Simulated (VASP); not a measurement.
Crystal: SbPb.

```
Sb Pb
1.0
     0.00000    3.16124    3.16124
     3.16124    0.00000    3.16124
     3.16124    3.16124    0.00000
Sb Pb
1 1
Direct
  0.50000 0.50000 0.50000
  0.00000 0.00000 0.00000
```

| Item | Value |
| --- | --- |
| Program | VASP 6.6.1 |
| Task | relaxation of cell and atoms |
| Functional | PBEsol |
| Potentials or basis | VASP PAW PBE potentials, release 64 (Sb, Pb_d) |
| Cutoff | 600 eV |
| k mesh | 8 × 8 × 8 |
| Occupations | methfessel-paxton, width 0.1 eV |
| Spin | no spin polarisation |

At the start: pressure -1.5 GPa; volume 31.59 Å³/atom.

Task: Where does the relaxation end?

Result: Over 3 steps the energy falls by 5.0 meV/atom and the volume is 30.59 Å³/atom (-3.2 %); space group Fm-3m (No. 225, to 0.1 Å) before and after.

Step by step:
| step | energy change (eV) | largest force (eV/Å) | pressure (GPa) | volume (Å³) |
| --- | --- | --- | --- | --- |
| 1 | 0.0000 | 0.0000 | -1.54 | 63.18 |
| 2 | -0.0086 | 0.0000 | 0.63 | 60.45 |
| 3 | -0.0100 | 0.0000 | 0.00 | 61.17 |

Final structure:
```cif
data_structure
_symmetry_space_group_name_H-M 'P 1'
_symmetry_Int_Tables_number 1
_cell_length_a 4.4227
_cell_length_b 4.4227
_cell_length_c 4.4227
_cell_angle_alpha 60.000
_cell_angle_beta 60.000
_cell_angle_gamma 60.000
_cell_volume 61.17
loop_
_atom_site_label
_atom_site_type_symbol
_atom_site_fract_x
_atom_site_fract_y
_atom_site_fract_z
_atom_site_occupancy
Sb1 Sb 0.50000 0.50000 0.50000 1
Pb1 Pb 0.00000 0.00000 0.00000 1
```

Caveat: the PAW data sets were made with another functional, which shifts forces and pressure a little.
